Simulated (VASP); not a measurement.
# SiC (P6_3mc) in VASP: single point with PBE

Aim: the single point of SiC with PBE.

All numbers are computed with VASP 6.6.1; they aren't measurements. Logs are shortened: lines on timing, memory, paths and dates and some standing lists are left out, and cuts for length are marked.

## (1) The cell of the first run

Symmetry: P6_3mc, No. 186, hexagonal system. Conventional cell: a = 3.095 Å, b = 3.095 Å, c = 15.187 Å, α = 90.00°, β = 90.00°, γ = 120.00°. Si (site symmetry 3m) has 4 C at 1.89 to 1.90 Å within 2.5 Å. Si (site symmetry 3m) has 4 C at 1.89 to 1.90 Å within 2.5 Å. Within 2.5 Å of Si (site symmetry 3m) lie 4 C at 1.90 Å. C (site symmetry 3m) has 4 Si at 1.89 to 1.90 Å within 2.5 Å. Within 2.5 Å of C (site symmetry 3m) lie 4 Si at 1.89 to 1.90 Å. C (site symmetry 3m) has 4 Si at 1.90 Å within 2.5 Å.

## (2) Single point, PBE

INCAR reads:

```
  PREC = Accurate
  ENCUT = 520
  EDIFF = 1E-7
  ISMEAR = 0
  SIGMA = 0.02
  LREAL = False
  LASPH = True
  NELM = 100
  ALGO = Normal
  ISIF = 2
  LWAVE = False
  LCHARG = False
  GGA = PE
  NBANDS = 36
```

KPOINTS reads:

```
regular mesh
0
Gamma
  12 12 2
```

POSCAR reads:

```
SiC
1.0
    3.0950015876      0.0000000029      0.0000000000
   -1.5475007963      2.6803499982      0.0000000000
    0.0000000000      0.0000000000     15.1865709614
Si C
6 6
Direct
    0.3333333333      0.6666666667      0.8329927009
    0.6666666667      0.3333333333      0.3329927009
    0.6666666667      0.3333333333      0.6665012400
    0.3333333333      0.6666666667      0.1665012400
    0.0000000000      0.0000000000      0.4997230254
    0.0000000000      0.0000000000      0.9997230254
    0.0000000000      0.0000000000      0.8743713551
    0.0000000000      0.0000000000      0.3743713551
    0.3333333333      0.6666666667      0.7079991940
    0.6666666667      0.3333333333      0.2079991940
    0.6666666667      0.3333333333      0.5415134846
    0.3333333333      0.6666666667      0.0415134846
```

Potentials or basis: VASP PAW PBE potentials, release 64 (Si, C).

Run with:

```
cat potpaw_PBE.64/Si/POTCAR potpaw_PBE.64/C/POTCAR > POTCAR
mpirun -np 1 vasp_std > vasp.out
```

OUTCAR:

```text
PREC = Accurate
   ENCUT = 520
   EDIFF = 1E-7
   ISMEAR = 0
   LREAL = False
   LASPH = True
   NELM = 100
   ISIF = 2
   GGA = PE

 ion  position               nearest neighbor table
   1  0.333  0.667  0.833-   7 1.89   7 1.89   7 1.89   9 1.90   3 3.10   3 3.10   3 3.10   6 3.10
                             6 3.10   6 3.10
   2  0.667  0.333  0.333-   8 1.89   8 1.89   8 1.89  10 1.90   4 3.10   4 3.10   4 3.10   5 3.10
                             5 3.10   5 3.10
   3  0.667  0.333  0.667-   9 1.89   9 1.89   9 1.89  11 1.90   1 3.10   1 3.10   1 3.10   5 3.10
                             5 3.10   5 3.10
   4  0.333  0.667  0.167-  10 1.89  10 1.89  10 1.89  12 1.90   2 3.10   2 3.10   2 3.10   6 3.10
                             6 3.10   6 3.10
   5  0.000  0.000  0.500-  11 1.90  11 1.90  11 1.90   8 1.90   2 3.10   2 3.10   2 3.10   3 3.10
                             3 3.10   3 3.10
   6  0.000  0.000  1.000-  12 1.90  12 1.90  12 1.90   7 1.90   1 3.10   1 3.10   1 3.10   4 3.10
                             4 3.10   4 3.10
   7  0.000  0.000  0.874-   1 1.89   1 1.89   1 1.89   6 1.90
   8  0.000  0.000  0.374-   2 1.89   2 1.89   2 1.89   5 1.90
   9  0.333  0.667  0.708-   3 1.89   3 1.89   3 1.89   1 1.90
  10  0.667  0.333  0.208-   4 1.89   4 1.89   4 1.89   2 1.90
  11  0.667  0.333  0.542-   5 1.90   5 1.90   5 1.90   3 1.90
  12  0.333  0.667  0.042-   6 1.90   6 1.90   6 1.90   4 1.90

  LATTYP: Found a hexagonal cell.
 ALAT       =     3.0950015876
 C/A-ratio  =     4.9068055481

  Lattice vectors:

 A1 = (   3.0950015876,   0.0000000029,   0.0000000000)
 A2 = (  -1.5475007963,   2.6803499982,   0.0000000000)
 A3 = (   0.0000000000,   0.0000000000,  15.1865709614)

Analysis of symmetry for initial positions (statically):
=====================================================================
 Subroutine PRICEL returns:
 Original cell was already a primitive cell.

 Routine SETGRP: Setting up the symmetry group for a
 hexagonal supercell.

 Subroutine GETGRP returns: Found 12 space group operations
 (whereof  6 operations were pure point group operations)
 out of a pool of 24 trial point group operations.

The static configuration has the point symmetry C_3v.
 The point group associated with its full space group is C_6v.

Analysis of symmetry for dynamics (positions and initial velocities):
=====================================================================
 Subroutine PRICEL returns:
 Original cell was already a primitive cell.

 Routine SETGRP: Setting up the symmetry group for a
 hexagonal supercell.

 Subroutine GETGRP returns: Found 12 space group operations
 (whereof  6 operations were pure point group operations)
 out of a pool of 24 trial point group operations.

The dynamic configuration has the point symmetry C_3v.
 The point group associated with its full space group is C_6v.

 Subroutine INISYM returns: Found 12 space group operations
 (whereof  6 operations are pure point group operations),
 and found     1 'primitive' translations

----------------------------------------------------------------------------------------

                                     Primitive cell

  volume of cell :     125.9830

  direct lattice vectors                    reciprocal lattice vectors
     3.095001588  0.000000003  0.000000000     0.323101611  0.186542803  0.000000000
    -1.547500796  2.680349998  0.000000000    -0.000000000  0.373085605  0.000000000
     0.000000000  0.000000000 15.186570961     0.000000000  0.000000000  0.065847649

  length of vectors
     3.095001588  3.095001588 15.186570961     0.373085605  0.373085605  0.065847649

  position of ions in fractional coordinates (direct lattice)
     0.333333333  0.666666667  0.832992701
     0.666666667  0.333333333  0.332992701
     0.666666667  0.333333333  0.666501240
     0.333333333  0.666666667  0.166501240
     0.000000000  0.000000000  0.499723025
     0.000000000  0.000000000  0.999723025
     0.000000000  0.000000000  0.874371355
     0.000000000  0.000000000  0.374371355
     0.333333333  0.666666667  0.707999194
     0.666666667  0.333333333  0.207999194
     0.666666667  0.333333333  0.541513485
     0.333333333  0.666666667  0.041513485

  ion indices of the primitive-cell ions
   primitive index   ion index
                 1           1
                 2           2
                 3           3
                 4           4
                 5           5
                 6           6
                 7           7
                 8           8
                 9           9
                10          10
                11          11
                12          12

----------------------------------------------------------------------------------------

 KPOINTS: regular mesh

Automatic generation of k-mesh.
 Grid dimensions read from file:
 generate k-points for:   12   12    2

 Generating k-lattice:

  Cartesian coordinates                     Fractional coordinates (reciprocal lattice)
     0.026925134  0.015545234  0.000000000     0.083333333 -0.000000000  0.000000000
    -0.000000000  0.031090467  0.000000000    -0.000000000  0.083333333  0.000000000
     0.000000000  0.000000000  0.032923825     0.000000000  0.000000000  0.500000000

  Length of vectors
     0.031090467  0.031090467  0.032923825

  Shift w.r.t. Gamma in fractional coordinates (k-lattice)
     0.000000000  0.000000000  0.000000000

 Subroutine IBZKPT returns following result:
 ===========================================

 Found     38 irreducible k-points:

 Following reciprocal coordinates:
            Coordinates               Weight
  0.000000  0.000000  0.000000      1.000000
  0.083333  0.000000  0.000000      6.000000
  0.166667  0.000000  0.000000      6.000000
  0.250000  0.000000  0.000000      6.000000
  0.333333  0.000000  0.000000      6.000000
  0.416667  0.000000  0.000000      6.000000
[... 16 lines left out ...]
  0.250000  0.000000  0.500000      6.000000
  0.333333  0.000000  0.500000      6.000000
 [... further k-points ...]
   k-points           NKPTS =     38   k-points in BZ     NKDIM =     38   number of bands    NBANDS=     36
   number of dos      NEDOS =    301   number of ions     NIONS =     12
   total plane-waves  NPLWV =  69120
   dimension x,y,z NGX =    24 NGY =   24 NGZ =  120
   dimension x,y,z NGXF=    48 NGYF=   48 NGZF=  240
   ions per type =               6   6
   NGX,Y,Z   is equivalent  to a cutoff of  12.89, 12.89, 13.14 a.u.
   NGXF,Y,Z  is equivalent  to a cutoff of  25.78, 25.78, 26.27 a.u.
 SYSTEM =  unknown system
   PREC   = accura    normal or accurate (medium, high low for compatibility)
   ISTART =      0    job   : 0-new  1-cont  2-samecut
   ICHARG =      2    charge: 1-file 2-atom 10-const
   ISPIN  =      1    spin polarized calculation?
   LNONCOLLINEAR =      F non collinear calculations
   LSORBIT =      F    spin-orbit coupling
   LASPH  =      T    aspherical Exc in radial PAW
   ENCUT  =  520.0 eV  38.22 Ry    6.18 a.u.   5.75  5.75 28.24*2*pi/ulx,y,z
   NELM   =    100;   NELMIN=  2; NELMDL= -5     # of ELM steps
   EDIFF  = 0.1E-06   stopping-criterion for ELM
   LREAL  =      F    real-space projection
   EDIFFG = 0.1E-05   stopping-criterion for IOM
   NSW    =      0    number of steps for IOM
   IBRION =     -1    ionic relax: 0-MD 1-quasi-New 2-CG
   NFREE  =      0    steps in history (QN), initial steepest desc. (CG)
   ISIF   =      2    stress and relaxation
   ISYM   =      2    0-nonsym 1-usesym 2-fastsym
   POTIM  = 0.5000    time-step for ionic-motion
   TEBEG  =    0.0;   TEEND  =   0.0 temperature during run
   PSTRESS=    0.0 pullay stress
   NELECT =      48.0000    total number of electrons
   NUPDOWN=      -1.0000    fix difference up-down
   EMIN   =  10.00;   EMAX   =-10.00  energy-range for DOS
   EFERMI =   0.00;   METHOD = LEGACY
   ISMEAR =     0;   SIGMA  =   0.02  broadening in eV -4-tet -1-fermi 0-gaus
   EFERMI_NEDOS =   21; number of points for ismear=-14 and -15
   IALGO  =     38    algorithm
   IMIX   =      4    mixing-type and parameters
     AMIX     =   0.40;   BMIX     =  1.00
     AMIX_MAG =   1.60;   BMIX_MAG =  1.00
  volume/ion in A,a.u.               =      10.50        70.85
  Fermi-wavevector in a.u.,A,eV,Ry     =   1.186819  2.242763 19.164346  1.408540
  Thomas-Fermi vector in A             =   2.322984
   LORBIT       =      0    0 simple, 1 ext, 2 COOP (PROOUT), +10 PAW based schemes
   GGA     = PE    functional components
   LHFCALC =     F    Hartree Fock is set to
   AEXX    =    0.0000 exact exchange contribution
   IVDW    =     0    specifies the selected vdW correction
   LEPSILON=     F    determine dielectric tensor
   LRPA    =     F    only Hartree local field effects (RPA)
 non-spin polarized calculation
 Gauss-broadening in eV      SIGMA  =   0.02
  energy-cutoff  :      520.00
  volume of cell :      125.98
 maximum number of plane-waves:      3444
 NGX is ok and might be reduce to    24
   NGX = 11   NGY = 11   NGZ = 57

 number of electron      48.0000002 magnetization

 Free energy of the ion-electron system (eV)
  ---------------------------------------------------
  ext. energy  EPLUGINS =         0.00000000
  ---------------------------------------------------
  free energy    TOTEN  =       -90.37376112 eV

  energy without entropy =      -90.37376112  energy(sigma->0) =      -90.37376112

 E-fermi :   8.1446     XC(G=0): -11.2906

 val. band max:        7.9887392625   @ k =   0.0000   0.0000   0.0000
 cond. band min:      10.0179546572   @ k =   0.5000   0.0000   0.0000
 fundamental gap:      2.0292153947
 Fermi energy:         8.1445796564

 k-point     1 :       0.0000    0.0000    0.0000
  band No.  band energies     occupation
      1      -7.3523      2.00000
      2      -6.8369      2.00000
      3      -6.8019      2.00000
      4      -5.3269      2.00000
      5      -5.2985      2.00000
      6      -3.8404      2.00000
[... 925 lines left out ...]
     35      15.8187      0.00000
     36      15.8187      0.00000

 [... further k-points ...]

------------------------ aborting loop because EDIFF is reached ----------------------------------------

  FORCE on cell =-STRESS in cart. coord.  units (eV):
  Direction    XX          YY          ZZ          XY          YZ          ZX
  --------------------------------------------------------------------------------------
  -------------------------------------------------------------------------------------
  Total       -0.0409696     -0.0409696     -0.0371830     -0.0000000     -0.0000000      0.0000000
  in kB       -0.5210274     -0.5210274     -0.4728709     -0.0000000     -0.0000000      0.0000000
  external PRESSURE =      -0.5049752 kB  Pullay stress =       0.0000000 kB

 VOLUME and BASIS-vectors are now :
 -----------------------------------------------------------------------------
  energy-cutoff  :      520.00
  volume of cell :      125.98
      direct lattice vectors                 reciprocal lattice vectors
     3.095001588  0.000000003  0.000000000     0.323101611  0.186542803  0.000000000
    -1.547500796  2.680349998  0.000000000    -0.000000000  0.373085605  0.000000000
     0.000000000  0.000000000 15.186570961     0.000000000  0.000000000  0.065847649

 POSITION                                       TOTAL-FORCE (eV/Angst)
 -----------------------------------------------------------------------------------
     -0.00000      1.78690     12.65030        -0.000000      0.000000     -0.000877
      1.54750      0.89345      5.05702         0.000000     -0.000000     -0.000877
      1.54750      0.89345     10.12187        -0.000000      0.000000     -0.000461
     -0.00000      1.78690      2.52858         0.000000     -0.000000     -0.000461
      0.00000      0.00000      7.58908         0.000000     -0.000000      0.001464
      0.00000      0.00000     15.18236        -0.000000      0.000000      0.001464
      0.00000      0.00000     13.27870         0.000000     -0.000000     -0.000260
      0.00000      0.00000      5.68542        -0.000000      0.000000     -0.000260
     -0.00000      1.78690     10.75208         0.000000     -0.000000     -0.000126
      1.54750      0.89345      3.15879        -0.000000      0.000000     -0.000126
      1.54750      0.89345      8.22373        -0.000000      0.000000      0.000261
     -0.00000      1.78690      0.63045         0.000000     -0.000000      0.000261
 -----------------------------------------------------------------------------------
    total drift:                                0.000000      0.000000     -0.000693

  FREE ENERGIE OF THE ION-ELECTRON SYSTEM (eV)
  ---------------------------------------------------
  free  energy   TOTEN  =       -90.3737611224 eV

  energy  without entropy=      -90.3737611224  energy(sigma->0) =      -90.37376112
```

It took 4.2 min on 1 thread of Intel Xeon 8259CL, shared host; peak memory 0.31 GiB.

Results:

```
Free energy            : -90.3738 eV
Pressure               : -0.1 GPa
Band gap on the k mesh : 2.03 eV (least direct gap 3.12 eV)
```

Levels at points of the mesh, in eV from the valence-band top:
```
           k point  band 20  band 21  band 22  band 23  band 24  band 25  band 26  band 27  band 28  band 29
(0.00, 0.00, 0.00)    -0.30    -0.30    -0.04     0.00     0.00     5.05     5.22     5.63     6.14     6.14
(0.50, 0.00, 0.00)    -2.24    -1.80    -1.77    -1.65    -1.10     2.03     2.21     3.19     3.87     4.55
(0.00, 0.00, 0.50)    -0.63    -0.10    -0.10    -0.10    -0.10     5.12     5.12     5.86     5.86     6.50
(0.50, 0.00, 0.50)    -2.33    -1.70    -1.70    -1.30    -1.30     2.07     2.07     3.41     3.41     4.75
```

A k mesh can miss the band edges.
